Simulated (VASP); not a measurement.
# CdSe (I-4m2) in VASP: notebook

CdSe is run at these levels: PBE, r2SCAN; tasks: single point.

Everything below comes from runs of VASP 6.6.1. Logs are shortened: lines on timing, memory, paths and dates and some standing lists are left out, and cuts for length are marked.

**1. The cell of the first run**

Symmetry: I-4m2, No. 119, tetragonal system. The conventional cell has a = 4.480 Å, b = 4.480 Å, c = 5.824 Å, α = 90.00°, β = 90.00°, γ = 90.00°. Within 3.5 Å of Cd (site symmetry -4m2) lie 4 Se at 2.67 Å. Within 3.5 Å of Se (site symmetry -4m2) lie 4 Cd at 2.67 Å.

**2. Single point, PBE (epitaxial xy strain +3.3%)**

INCAR

```
SYSTEM = CdSe
PREC = Accurate ; ENCUT = 520
EDIFF = 1E-7 ; ISMEAR = -1
SIGMA = 0.02 ; LREAL = .FALSE.
LASPH = .TRUE. ; NELM = 60
ALGO = Normal ; ISIF = 2
LWAVE = .FALSE. ; LCHARG = .FALSE.
GGA = PE ; NBANDS = 16
```

KPOINTS

```
regular mesh
0
G
  8 8 8
  0 0 0
```

POSCAR

```
CdSe
1.0
    0.0000000000      3.1680974023      2.9121943623
    3.1680974023      0.0000000000      2.9121943623
    3.1680974023      3.1680974023      0.0000000000
Cd Se
1 1
Direct
    0.0000000000      0.0000000000      0.0000000000
    0.2500000000      0.2500000000      0.2500000000
```

Potentials or basis: VASP PAW PBE potentials, release 64 (Cd, Se).

Run with:

```console
cat potpaw_PBE.64/Cd/POTCAR potpaw_PBE.64/Se/POTCAR > POTCAR
mpirun -np 1 vasp_std > vasp.out
```

OUTCAR:

```text
SYSTEM = CdSe
   PREC = Accurate
   ENCUT = 520
   EDIFF = 1E-7
   ISMEAR = -1
   LREAL = .FALSE.
   LASPH = .TRUE.
   NELM = 60
   ISIF = 2
   GGA = PE

 ion  position               nearest neighbor table
   1  0.000  0.000  0.000-   2 2.67   2 2.67   2 2.67   2 2.67
   2  0.250  0.250  0.250-   1 2.67   1 2.67   1 2.67   1 2.67

  LATTYP: Found a body centered tetragonal cell.
 ALAT       =     4.4803663133
 C/A-ratio  =     1.2999804742

  Lattice vectors:

 A1 = (   0.0000000000,  -3.1680974023,  -2.9121943623)
 A2 = (   0.0000000000,   3.1680974023,  -2.9121943623)
 A3 = (   3.1680974023,   0.0000000000,   2.9121943623)

Analysis of symmetry for initial positions (statically):
=====================================================================
 Subroutine PRICEL returns:
 Original cell was already a primitive cell.

 Routine SETGRP: Setting up the symmetry group for a
 body centered tetragonal supercell.

 Subroutine GETGRP returns: Found  8 space group operations
 (whereof  8 operations were pure point group operations)
 out of a pool of 16 trial point group operations.

The static configuration has the point symmetry D_2d.

Analysis of symmetry for dynamics (positions and initial velocities):
=====================================================================
 Subroutine PRICEL returns:
 Original cell was already a primitive cell.

 Routine SETGRP: Setting up the symmetry group for a
 body centered tetragonal supercell.

 Subroutine GETGRP returns: Found  8 space group operations
 (whereof  8 operations were pure point group operations)
 out of a pool of 16 trial point group operations.

The dynamic configuration has the point symmetry D_2d.

 Subroutine INISYM returns: Found  8 space group operations
 (whereof  8 operations are pure point group operations),
 and found     1 'primitive' translations

----------------------------------------------------------------------------------------

                                     Primitive cell

  volume of cell :      58.4585

  direct lattice vectors                    reciprocal lattice vectors
     0.000000000  3.168097402  2.912194362    -0.157823430  0.157823430  0.171691837
     3.168097402  0.000000000  2.912194362     0.157823430 -0.157823430  0.171691837
     3.168097402  3.168097402  0.000000000     0.157823430  0.157823430 -0.171691837

  length of vectors
     4.303221718  4.303221718  4.480366313     0.281592893  0.281592893  0.281592893

  position of ions in fractional coordinates (direct lattice)
     0.000000000  0.000000000  0.000000000
     0.250000000  0.250000000  0.250000000

  ion indices of the primitive-cell ions
   primitive index   ion index
                 1           1
                 2           2

----------------------------------------------------------------------------------------

 KPOINTS: regular mesh

Automatic generation of k-mesh.
 Grid dimensions read from file:
 generate k-points for:    8    8    8

 Generating k-lattice:

  Cartesian coordinates                     Fractional coordinates (reciprocal lattice)
    -0.019727929  0.019727929  0.021461480     0.125000000  0.000000000  0.000000000
     0.019727929 -0.019727929  0.021461480     0.000000000  0.125000000  0.000000000
     0.019727929  0.019727929 -0.021461480     0.000000000  0.000000000  0.125000000

  Length of vectors
     0.035199112  0.035199112  0.035199112

  Shift w.r.t. Gamma in fractional coordinates (k-lattice)
     0.000000000  0.000000000  0.000000000

 Subroutine IBZKPT returns following result:
 ===========================================

 Found     59 irreducible k-points:

 Following reciprocal coordinates:
            Coordinates               Weight
  0.000000  0.000000  0.000000      1.000000
  0.125000  0.000000  0.000000      8.000000
  0.250000  0.000000  0.000000      8.000000
  0.375000  0.000000  0.000000      8.000000
  0.500000  0.000000  0.000000      4.000000
  0.125000  0.125000  0.000000      2.000000
[... 16 lines left out ...]
  0.250000  0.000000  0.125000     16.000000
  0.375000  0.000000  0.125000     16.000000
 [... further k-points ...]
   k-points           NKPTS =     59   k-points in BZ     NKDIM =     59   number of bands    NBANDS=     16
   number of dos      NEDOS =    301   number of ions     NIONS =      2
   total plane-waves  NPLWV =  36864
   dimension x,y,z NGX =    32 NGY =   32 NGZ =   36
   dimension x,y,z NGXF=    64 NGYF=   64 NGZF=   72
   ions per type =               1   1
   NGX,Y,Z   is equivalent  to a cutoff of  12.36, 12.36, 13.36 a.u.
   NGXF,Y,Z  is equivalent  to a cutoff of  24.73, 24.73, 26.72 a.u.
 SYSTEM =  CdSe
   PREC   = accura    normal or accurate (medium, high low for compatibility)
   ISTART =      0    job   : 0-new  1-cont  2-samecut
   ICHARG =      2    charge: 1-file 2-atom 10-const
   ISPIN  =      1    spin polarized calculation?
   LNONCOLLINEAR =      F non collinear calculations
   LSORBIT =      F    spin-orbit coupling
   LASPH  =      T    aspherical Exc in radial PAW
   ENCUT  =  520.0 eV  38.22 Ry    6.18 a.u.   8.00  8.00  8.33*2*pi/ulx,y,z
   NELM   =     60;   NELMIN=  2; NELMDL= -5     # of ELM steps
   EDIFF  = 0.1E-06   stopping-criterion for ELM
   LREAL  =      F    real-space projection
   EDIFFG = 0.1E-05   stopping-criterion for IOM
   NSW    =      0    number of steps for IOM
   IBRION =     -1    ionic relax: 0-MD 1-quasi-New 2-CG
   NFREE  =      0    steps in history (QN), initial steepest desc. (CG)
   ISIF   =      2    stress and relaxation
   ISYM   =      2    0-nonsym 1-usesym 2-fastsym
   POTIM  = 0.5000    time-step for ionic-motion
   TEBEG  =    0.0;   TEEND  =   0.0 temperature during run
   PSTRESS=    0.0 pullay stress
   NELECT =      18.0000    total number of electrons
   NUPDOWN=      -1.0000    fix difference up-down
   EMIN   =  10.00;   EMAX   =-10.00  energy-range for DOS
   EFERMI =   0.00;   METHOD = LEGACY
   ISMEAR =    -1;   SIGMA  =   0.02  broadening in eV -4-tet -1-fermi 0-gaus
   EFERMI_NEDOS =   21; number of points for ismear=-14 and -15
   IALGO  =     38    algorithm
   IMIX   =      4    mixing-type and parameters
     AMIX     =   0.40;   BMIX     =  1.00
     AMIX_MAG =   1.60;   BMIX_MAG =  1.00
  volume/ion in A,a.u.               =      29.23       197.25
  Fermi-wavevector in a.u.,A,eV,Ry     =   1.105477  2.089049 16.627411  1.222080
  Thomas-Fermi vector in A             =   2.241965
   LORBIT       =      0    0 simple, 1 ext, 2 COOP (PROOUT), +10 PAW based schemes
   GGA     = PE    functional components
   LHFCALC =     F    Hartree Fock is set to
   AEXX    =    0.0000 exact exchange contribution
   IVDW    =     0    specifies the selected vdW correction
   LEPSILON=     F    determine dielectric tensor
   LRPA    =     F    only Hartree local field effects (RPA)
 non-spin polarized calculation
  energy-cutoff  :      520.00
  volume of cell :       58.46
 maximum number of plane-waves:      1610
   NGX = 15   NGY = 15   NGZ = 17

 number of electron      18.0000003 magnetization

 Free energy of the ion-electron system (eV)
  ---------------------------------------------------
  ext. energy  EPLUGINS =         0.00000000
  ---------------------------------------------------
  free energy    TOTEN  =        -5.48253116 eV

  energy without entropy =       -5.48253101  energy(sigma->0) =       -5.48253109

 E-fermi :   0.9634     XC(G=0):  -8.7188

 val. band max:        0.7780181647   @ k =   0.0000   0.0000   0.0000
 cond. band min:       1.1486900981   @ k =   0.0000   0.0000   0.0000
 fundamental gap:      0.3706719334
 Fermi energy:         0.9633715890

 k-point     1 :       0.0000    0.0000    0.0000
  band No.  band energies     occupation
      1     -11.7305      2.00000
      2      -7.1753      2.00000
      3      -7.1753      2.00000
      4      -7.1438      2.00000
      5      -6.8468      2.00000
      6      -6.8288      2.00000
[... 8 lines left out ...]
     15      11.0534      0.00000
     16      11.9686      0.00000

 k-point     2 :       0.1250    0.0000    0.0000
  band No.  band energies     occupation
      1     -11.6810      2.00000
      2      -7.1606      2.00000
      3      -7.1471      2.00000
      4      -7.1127      2.00000
      5      -6.8453      2.00000
      6      -6.8309      2.00000
[... 8 lines left out ...]
     15      10.7647      0.00000
     16      11.3267      0.00000

 k-point     3 :       0.2500    0.0000    0.0000
  band No.  band energies     occupation
      1     -11.5601      2.00000
      2      -7.1297      2.00000
      3      -7.1060      2.00000
      4      -6.9746      2.00000
      5      -6.8357      2.00000
      6      -6.8306      2.00000
[... 8 lines left out ...]
     15      10.5384      0.00000
     16      11.3057      0.00000

 k-point     4 :       0.3750    0.0000    0.0000
  band No.  band energies     occupation
      1     -11.4378      2.00000
      2      -7.1072      2.00000
      3      -7.0755      2.00000
      4      -6.8407      2.00000
      5      -6.8156      2.00000
      6      -6.7211      2.00000
[... 8 lines left out ...]
     15      11.5981      0.00000
     16      11.6401      0.00000
[... 324 lines left out ...]
 k-point    22 :       0.1250    0.0000    0.1250
  band No.  band energies     occupation
      1     -11.6672      2.00000
      2      -7.1466      2.00000
      3      -7.1350      2.00000
      4      -7.1137      2.00000
      5      -6.8534      2.00000
      6      -6.8261      2.00000
[... 8 lines left out ...]
     15      11.2580      0.00000
     16      11.8031      0.00000

 k-point    23 :       0.2500    0.0000    0.1250
  band No.  band energies     occupation
      1     -11.5719      2.00000
      2      -7.1224      2.00000
      3      -7.0889      2.00000
      4      -7.0197      2.00000
      5      -6.8558      2.00000
      6      -6.8200      2.00000
[... 8 lines left out ...]
     15      11.3382      0.00000
     16      12.3551      0.00000

 k-point    24 :       0.3750    0.0000    0.1250
  band No.  band energies     occupation
      1     -11.4501      2.00000
      2      -7.0999      2.00000
      3      -7.0566      2.00000
      4      -6.8657      2.00000
      5      -6.8307      2.00000
      6      -6.7647      2.00000
[... 8 lines left out ...]
     15      11.4454      0.00000
     16      12.3196      0.00000

 [... further k-points ...]

------------------------ aborting loop because EDIFF is reached ----------------------------------------

  FORCE on cell =-STRESS in cart. coord.  units (eV):
  Direction    XX          YY          ZZ          XY          YZ          ZX
  --------------------------------------------------------------------------------------
  -------------------------------------------------------------------------------------
  Total        0.1893644      0.1893644      0.6143317      0.0000000     -0.0000000      0.0000000
  in kB        5.1899301      5.1899301     16.8370529      0.0000000     -0.0000000      0.0000000
  external PRESSURE =       9.0723044 kB  Pullay stress =       0.0000000 kB

 VOLUME and BASIS-vectors are now :
 -----------------------------------------------------------------------------
  energy-cutoff  :      520.00
  volume of cell :       58.46
      direct lattice vectors                 reciprocal lattice vectors
     0.000000000  3.168097402  2.912194362    -0.157823430  0.157823430  0.171691837
     3.168097402  0.000000000  2.912194362     0.157823430 -0.157823430  0.171691837
     3.168097402  3.168097402  0.000000000     0.157823430  0.157823430 -0.171691837

 POSITION                                       TOTAL-FORCE (eV/Angst)
 -----------------------------------------------------------------------------------
      0.00000      0.00000      0.00000         0.000000      0.000000     -0.000000
      1.58405      1.58405      1.45610        -0.000000     -0.000000      0.000000
 -----------------------------------------------------------------------------------
    total drift:                               -0.000002     -0.000002      0.000000

  FREE ENERGIE OF THE ION-ELECTRON SYSTEM (eV)
  ---------------------------------------------------
  free  energy   TOTEN  =        -5.4825311622 eV

  energy  without entropy=       -5.4825310104  energy(sigma->0) =       -5.48253109
```

It took 43 s on 1 thread of AMD EPYC 7R43 (Zen 3), shared host; peak memory 0.19 GiB.

What came out:

```
Free energy            : -5.4825 eV
Pressure               : 0.9 GPa
Band gap on the k mesh : 0.37 eV, direct
```

Caveat: the cell differs from its parent crystal (epitaxial xy strain +3.3%).

**3. Single point, r2SCAN (epitaxial xy strain +3.3%)**

POSCAR is that of step 2.

INCAR.step1

```
PREC     = Accurate       # precision mode
ENCUT    = 520            # plane-wave cutoff, eV
ISMEAR   = 0              # smearing method
SIGMA    = 0.01           # smearing width, eV
LREAL    = F              # projectors in reciprocal space
LASPH    = T              # aspherical terms in the spheres
NELM     = 60             # most SCF steps
NBANDS   = 16             # bands
GGA      = PE             # functional
ALGO     = Normal         # electronic algorithm
EDIFF    = 1E-4           # SCF threshold, eV
LWAVE    = T              # write WAVECAR
LCHARG   = F              # write CHGCAR
```

INCAR.step2

```
PREC     = Accurate       # precision mode
ENCUT    = 520            # plane-wave cutoff, eV
EDIFF    = 1E-7           # SCF threshold, eV
ISMEAR   = 0              # smearing method
SIGMA    = 0.01           # smearing width, eV
LREAL    = F              # projectors in reciprocal space
LASPH    = T              # aspherical terms in the spheres
NELM     = 60             # most SCF steps
ALGO     = Normal         # electronic algorithm
ISIF     = 2              # what is computed and relaxed
LWAVE    = F              # write WAVECAR
LCHARG   = F              # write CHGCAR
METAGGA  = R2SCAN         # meta-GGA
LMIXTAU  = T            
NBANDS   = 16             # bands
ISTART   = 1
```

KPOINTS

```
regular mesh
0
Gamma
  8 8 8
```

Potentials or basis: VASP PAW PBE potentials, release 64 (Cd, Se).

Run with:

```console
cat potpaw_PBE.64/Cd/POTCAR potpaw_PBE.64/Se/POTCAR > POTCAR
cp INCAR.step1 INCAR
mpirun -np 1 vasp_std > vasp.out
cp INCAR.step2 INCAR
mpirun -np 1 vasp_std > vasp.out
```

It took 3.6 min on 1 thread of AMD EPYC 7R43 (Zen 3), shared host; peak memory 0.2 GiB.

Results (log left out):

* Free energy: -35.9019 eV
* Pressure: -0.6 GPa
* Band gap on the k mesh: 0.84 eV, direct

Stress tensor (GPa, compression positive):
```
-1.01  0.00  0.00
 0.00 -1.01  0.00
 0.00  0.00  0.22
```

Levels at points of the mesh, in eV from the valence-band top:
```
           k point  band 7  band 8  band 9  band 10  band 11  band 12
(0.00, 0.00, 0.00)   -0.22   -0.22    0.00     0.84     6.35     6.38
(0.50, 0.00, 0.00)   -4.32   -1.01   -0.67     2.61     6.49     7.14
(0.50, 0.50, 0.00)   -3.73   -2.10   -2.10     3.24     3.49     9.86
(0.50, 0.00, 0.50)   -4.18   -1.82   -1.69     3.48     4.23     9.06
```

Caveat: the cell differs from its parent crystal (epitaxial xy strain +3.3%); the PAW data sets were made with another functional, which shifts forces and pressure a little.
